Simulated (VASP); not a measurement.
# Re (Fd-3m) in VASP: notebook, part 2 of 2

VASP 6.6.1.

### Step 5. Single point, PBEsol (volume scaled by 0.65)

INCAR

```
SYSTEM = Re
PREC = Accurate
ENCUT = 520
EDIFF = 1E-7
ISMEAR = -1
SIGMA = 0.05
LREAL = .False.
LASPH = .True.
NELM = 80
ALGO = Normal
ISIF = 2
LWAVE = .False.
LCHARG = .False.
GGA = PS
NBANDS = 14
```

KPOINTS

```
regular mesh
0
Gamma
  12 12 12
  0 0 0
```

POSCAR

```
Re
1.0
    0.0000000000      2.4228446921      2.4228446921
    2.4228446921      0.0000000000      2.4228446921
    2.4228446921      2.4228446921      0.0000000000
Re
2
Direct
   -0.1250000000     -0.1250000000     -0.1250000000
    0.1250000000      0.1250000000      0.1250000000
```

Potentials or basis: VASP PAW PBE potentials, release 64 (Re).

Run with:

```
> cat potpaw_PBE.64/Re/POTCAR > POTCAR
> mpirun -np 1 vasp_std > vasp.out
```

OUTCAR:

```text
SYSTEM = Re
   PREC = Accurate
   ENCUT = 520
   EDIFF = 1E-7
   ISMEAR = -1
   LREAL = .False.
   LASPH = .True.
   NELM = 80
   ISIF = 2
   GGA = PS

 ion  position               nearest neighbor table
   1  0.875  0.875  0.875-   2 2.10   2 2.10   2 2.10   2 2.10
   2  0.125  0.125  0.125-   1 2.10   1 2.10   1 2.10   1 2.10

  LATTYP: Found a face centered cubic cell.
 ALAT       =     4.8456893842

  Lattice vectors:

 A1 = (   0.0000000000,   2.4228446921,   2.4228446921)
 A2 = (   2.4228446921,   0.0000000000,   2.4228446921)
 A3 = (   2.4228446921,   2.4228446921,   0.0000000000)

Analysis of symmetry for initial positions (statically):
=====================================================================
 Subroutine PRICEL returns:
 Original cell was already a primitive cell.

 Routine SETGRP: Setting up the symmetry group for a
 face centered cubic supercell.

 Subroutine GETGRP returns: Found 48 space group operations
 (whereof 12 operations were pure point group operations)
 out of a pool of 48 trial point group operations.

The static configuration has the point symmetry D_3d.
 The point group associated with its full space group is O_h .

Analysis of symmetry for dynamics (positions and initial velocities):
=====================================================================
 Subroutine PRICEL returns:
 Original cell was already a primitive cell.

 Routine SETGRP: Setting up the symmetry group for a
 face centered cubic supercell.

 Subroutine GETGRP returns: Found 48 space group operations
 (whereof 12 operations were pure point group operations)
 out of a pool of 48 trial point group operations.

The dynamic configuration has the point symmetry D_3d.
 The point group associated with its full space group is O_h .

 Subroutine INISYM returns: Found 48 space group operations
 (whereof 12 operations are pure point group operations),
 and found     1 'primitive' translations

----------------------------------------------------------------------------------------

                                     Primitive cell

  volume of cell :      28.4451

  direct lattice vectors                    reciprocal lattice vectors
     0.000000000  2.422844692  2.422844692    -0.206368985  0.206368985  0.206368985
     2.422844692  0.000000000  2.422844692     0.206368985 -0.206368985  0.206368985
     2.422844692  2.422844692  0.000000000     0.206368985  0.206368985 -0.206368985

  length of vectors
     3.426419823  3.426419823  3.426419823     0.357441567  0.357441567  0.357441567

  position of ions in fractional coordinates (direct lattice)
     0.875000000  0.875000000  0.875000000
     0.125000000  0.125000000  0.125000000

  ion indices of the primitive-cell ions
   primitive index   ion index
                 1           1
                 2           2

----------------------------------------------------------------------------------------

 KPOINTS: regular mesh

Automatic generation of k-mesh.
 Grid dimensions read from file:
 generate k-points for:   12   12   12

[... 24 lines left out ...]
  0.333333  0.000000  0.000000      8.000000
  0.416667  0.000000  0.000000      8.000000
[... 16 lines left out ...]
  0.500000  0.166667  0.000000     24.000000
 -0.416667  0.166667  0.000000     24.000000
 [... further k-points ...]
   k-points           NKPTS =     72   k-points in BZ     NKDIM =     72   number of bands    NBANDS=     14
   number of dos      NEDOS =    301   number of ions     NIONS =      2
   total plane-waves  NPLWV =  21952
   dimension x,y,z NGX =    28 NGY =   28 NGZ =   28
   dimension x,y,z NGXF=    56 NGYF=   56 NGZF=   56
   ions per type =               2
   NGX,Y,Z   is equivalent  to a cutoff of  13.59, 13.59, 13.59 a.u.
   NGXF,Y,Z  is equivalent  to a cutoff of  27.17, 27.17, 27.17 a.u.
 SYSTEM =  Re
   PREC   = accura    normal or accurate (medium, high low for compatibility)
   ISTART =      0    job   : 0-new  1-cont  2-samecut
   ICHARG =      2    charge: 1-file 2-atom 10-const
   ISPIN  =      1    spin polarized calculation?
   LNONCOLLINEAR =      F non collinear calculations
   LSORBIT =      F    spin-orbit coupling
   LASPH  =      T    aspherical Exc in radial PAW
   ENCUT  =  520.0 eV  38.22 Ry    6.18 a.u.   6.37  6.37  6.37*2*pi/ulx,y,z
   NELM   =     80;   NELMIN=  2; NELMDL= -5     # of ELM steps
   EDIFF  = 0.1E-06   stopping-criterion for ELM
   LREAL  =      F    real-space projection
   EDIFFG = 0.1E-05   stopping-criterion for IOM
   NSW    =      0    number of steps for IOM
   IBRION =     -1    ionic relax: 0-MD 1-quasi-New 2-CG
   NFREE  =      0    steps in history (QN), initial steepest desc. (CG)
   ISIF   =      2    stress and relaxation
   ISYM   =      2    0-nonsym 1-usesym 2-fastsym
   POTIM  = 0.5000    time-step for ionic-motion
   TEBEG  =    0.0;   TEEND  =   0.0 temperature during run
   PSTRESS=    0.0 pullay stress
   NELECT =      14.0000    total number of electrons
   NUPDOWN=      -1.0000    fix difference up-down
   EMIN   =  10.00;   EMAX   =-10.00  energy-range for DOS
   EFERMI =   0.00;   METHOD = LEGACY
   ISMEAR =    -1;   SIGMA  =   0.05  broadening in eV -4-tet -1-fermi 0-gaus
   EFERMI_NEDOS =   21; number of points for ismear=-14 and -15
   IALGO  =     38    algorithm
   IMIX   =      4    mixing-type and parameters
     AMIX     =   0.40;   BMIX     =  1.00
     AMIX_MAG =   1.60;   BMIX_MAG =  1.00
  volume/ion in A,a.u.               =      14.22        95.98
  Fermi-wavevector in a.u.,A,eV,Ry     =   1.292554  2.442572 22.731187  1.670695
  Thomas-Fermi vector in A             =   2.424254
   LORBIT       =      0    0 simple, 1 ext, 2 COOP (PROOUT), +10 PAW based schemes
   GGA     = PS    functional components
   LHFCALC =     F    Hartree Fock is set to
   AEXX    =    0.0000 exact exchange contribution
   IVDW    =     0    specifies the selected vdW correction
   LEPSILON=     F    determine dielectric tensor
   LRPA    =     F    only Hartree local field effects (RPA)
 non-spin polarized calculation
  energy-cutoff  :      520.00
  volume of cell :       28.45
 maximum number of plane-waves:       779
 NGX is ok and might be reduce to    28
   NGX = 13   NGY = 13   NGZ = 13

 number of electron      13.9999999 magnetization

 Free energy of the ion-electron system (eV)
  ---------------------------------------------------
  ext. energy  EPLUGINS =         0.00000000
  ---------------------------------------------------
  free energy    TOTEN  =       -17.26208104 eV

  energy without entropy =      -17.25438371  energy(sigma->0) =      -17.25823237

 E-fermi :   8.3022     XC(G=0): -13.4997

 val. band max:        8.2842045767   @ k =  -0.3333   0.2500   0.0000
 cond. band min:       8.3038379751   @ k =  -0.0833   0.0833   0.0000
 fundamental gap:      0.0196333984
 Fermi energy:         8.3022397365

 k-point     1 :       0.0000    0.0000    0.0000
  band No.  band energies     occupation
      1      -1.1623      2.00000
      2       2.2723      2.00000
      3       2.2723      2.00000
      4       4.8345      2.00000
      5       4.8345      2.00000
      6       4.8345      2.00000
      7       9.2784      0.00000
      8       9.2784      0.00000
      9       9.2784      0.00000
     10      15.6444      0.00000
     11      15.6444      0.00000
     12      20.3919      0.00000
     13      22.6327      0.00000
     14      22.6327      0.00000
[... 377 lines left out ...]
      1       1.3061      2.00000
      2       2.3594      2.00000
      3       2.3838      2.00000
      4       3.9405      2.00000
      5       5.1669      2.00000
      6       5.2922      2.00000
      7       8.5726      0.00892
      8       9.9410      0.00000
      9      10.6174      0.00000
     10      12.8652      0.00000
     11      14.5559      0.00000
     12      14.7309      0.00000
     13      20.7938      0.00000
     14      22.3700      0.00000

 [... further k-points ...]

------------------------ aborting loop because EDIFF is reached ----------------------------------------

  FORCE on cell =-STRESS in cart. coord.  units (eV):
  Direction    XX          YY          ZZ          XY          YZ          ZX
  --------------------------------------------------------------------------------------
  -------------------------------------------------------------------------------------
  Total       31.7214238     31.7214238     31.7214238      0.0000000      0.0000000      0.0000000
  in kB     1786.7201309   1786.7201309   1786.7201309      0.0000000      0.0000000      0.0000000
  external PRESSURE =    1786.7201309 kB  Pullay stress =       0.0000000 kB

 VOLUME and BASIS-vectors are now :
 -----------------------------------------------------------------------------
  energy-cutoff  :      520.00
  volume of cell :       28.45
      direct lattice vectors                 reciprocal lattice vectors
     0.000000000  2.422844692  2.422844692    -0.206368985  0.206368985  0.206368985
     2.422844692  0.000000000  2.422844692     0.206368985 -0.206368985  0.206368985
     2.422844692  2.422844692  0.000000000     0.206368985  0.206368985 -0.206368985

 POSITION                                       TOTAL-FORCE (eV/Angst)
 -----------------------------------------------------------------------------------
      4.23998      4.23998      4.23998        -0.000000      0.000000     -0.000000
      0.60571      0.60571      0.60571         0.000000     -0.000000      0.000000
 -----------------------------------------------------------------------------------
    total drift:                                0.000000     -0.000000     -0.000000

  FREE ENERGIE OF THE ION-ELECTRON SYSTEM (eV)
  ---------------------------------------------------
  free  energy   TOTEN  =       -17.2620810374 eV

  energy  without entropy=      -17.2543837090  energy(sigma->0) =      -17.25823237
```

OSZICAR:

```text
N       E                     dE             d eps       ncg     rms          rms(c)
DAV:   1     0.273851080629E+02    0.27385E+02   -0.67040E+03  4032   0.125E+03
DAV:   2    -0.171396965412E+02   -0.44525E+02   -0.40555E+02  3258   0.285E+02
DAV:   3    -0.180087285577E+02   -0.86903E+00   -0.86229E+00  3130   0.392E+01
DAV:   4    -0.180194375611E+02   -0.10709E-01   -0.10707E-01  3088   0.345E+00
DAV:   5    -0.180197282583E+02   -0.29070E-03   -0.29069E-03  3180   0.944E-01    0.574E+01
DAV:   6    -0.175159295650E+02    0.50380E+00   -0.10858E-01  3286   0.116E+01    0.397E+01
DAV:   7    -0.172942246788E+02    0.22170E+00   -0.23998E-01  3276   0.149E+01    0.400E+00
DAV:   8    -0.172621007186E+02    0.32124E-01   -0.35602E-02  3216   0.623E+00    0.103E-01
DAV:   9    -0.172620955616E+02    0.51571E-05   -0.44745E-04  3290   0.363E-01    0.119E-01
DAV:  10    -0.172620819542E+02    0.13607E-04   -0.34125E-05  3252   0.147E-01    0.145E-02
DAV:  11    -0.172620808019E+02    0.11523E-05   -0.19370E-06  3274   0.330E-02    0.266E-03
DAV:  12    -0.172620810561E+02   -0.25425E-06   -0.21769E-08  1494   0.425E-03    0.143E-03
DAV:  13    -0.172620810374E+02    0.18715E-07   -0.14047E-08  1506   0.358E-03
   1 F= -.17262081E+02 E0= -.17258232E+02  d E =-.769733E-02
```

stdout:

```text
POSCAR found type information on POSCAR Re
 POSCAR found :  1 types and       2 ions
 scaLAPACK will be used
 -----------------------------------------------------------------------------
|                                                                             |
|                                                                             |
|     You enforced a specific xc type in the INCAR file but a different       |
|     I HOPE YOU KNOW WHAT YOU ARE DOING!                                     |
|                                                                             |
 -----------------------------------------------------------------------------

 LDA part: xc-table for (Slater+PW92), standard interpolation
 POSCAR, INCAR and KPOINTS ok, starting setup
 FFT: planning ... GRIDC
 FFT: planning ... GRID_SOFT
 FFT: planning ... GRID
 WAVECAR not read
 entering main loop
```

Run time: 17 s. Hardware: 1 thread of Intel Xeon 6975P-C (Granite Rapids), shared host; peak memory 0.17 GiB.

Results:

```
Free energy            : -17.2621 eV
Pressure               : 178.7 GPa
Band gap on the k mesh : zero (band 7 reaches 9.28 eV, above the bottom of band 8 at 7.24 eV)
```

Caveat: the PAW data sets were made with another functional, which shifts forces and pressure a little; spin-orbit coupling is left out, which moves the levels of the heavy elements.

### Step 6. Single point, PBEsol (volume scaled by 0.65)

INCAR

```
PREC     = Accurate       # precision mode
ENCUT    = 520            # plane-wave cutoff, eV
EDIFF    = 1E-7           # SCF threshold, eV
ISMEAR   = -1             # smearing method
SIGMA    = 0.05           # smearing width, eV
LREAL    = False          # projectors in reciprocal space
LASPH    = True           # aspherical terms in the spheres
NELM     = 100            # most SCF steps
ALGO     = Normal         # electronic algorithm
ISIF     = 2              # what is computed and relaxed
LWAVE    = False          # write WAVECAR
LCHARG   = True           # write CHGCAR
GGA      = PS             # functional
LELF     = True           # ELF
LVHAR    = True         
NBANDS   = 14             # bands
```

KPOINTS

```
Automatic mesh
0
Gamma
  12 12 12
```

POSCAR is that of step 5.

Potentials or basis: VASP PAW PBE potentials, release 64 (Re).

Run with:

```
> cat potpaw_PBE.64/Re/POTCAR > POTCAR
> mpirun -np 1 vasp_std > vasp.out
```

Run time: 17 s. Hardware: 1 thread of Intel Xeon 6975P-C (Granite Rapids), shared host; peak memory 0.17 GiB.

The run converged. Its results:

```
Free energy            : -17.2621 eV
Pressure               : 178.7 GPa
Band gap on the k mesh : zero (band 7 reaches 9.28 eV, above the bottom of band 8 at 7.24 eV)
```

Levels at points of the mesh, in eV from the Fermi level:
```tsv
k point	band 4	band 5	band 6	band 7	band 8	band 9	band 10	band 11
(0.00, 0.00, 0.00)	-3.47	-3.47	-3.47	0.98	0.98	0.98	7.34	7.34
(0.50, 0.00, 0.00)	-5.34	-4.39	-4.39	-0.41	3.19	3.19	5.51	5.51
(0.50, 0.50, 0.00)	-4.33	-1.03	-1.03	-0.89	-0.89	5.95	5.95	6.70
```

Caveat: the PAW data sets were made with another functional, which shifts forces and pressure a little; spin-orbit coupling is left out, which moves the levels of the heavy elements.

### Step 7. Summary

| cell | gap on the mesh (eV) | pressure (GPa) |
| --- | --- | --- |
| a = 3.031 Å, angles 60.0°, 2 atoms | none | 599.1 |
| a = 3.241 Å, angles 60.0°, 2 atoms | none | 332.1 |
| a = 3.426 Å, angles 60.0°, 2 atoms | none | 178.7 |

Alike in all rows: task single point; level PBEsol; potentials or basis VASP PAW PBE potentials, release 64 (Re); no spin polarisation; k mesh 12 × 12 × 12; cutoff (eV) 520; smearing fermi-dirac 0.05 eV.

Caveats: the PAW data sets were made with another functional, which shifts forces and pressure a little; spin-orbit coupling is left out, which moves the levels of the heavy elements.

Absolute energies hang on the potentials; compare differences alone.
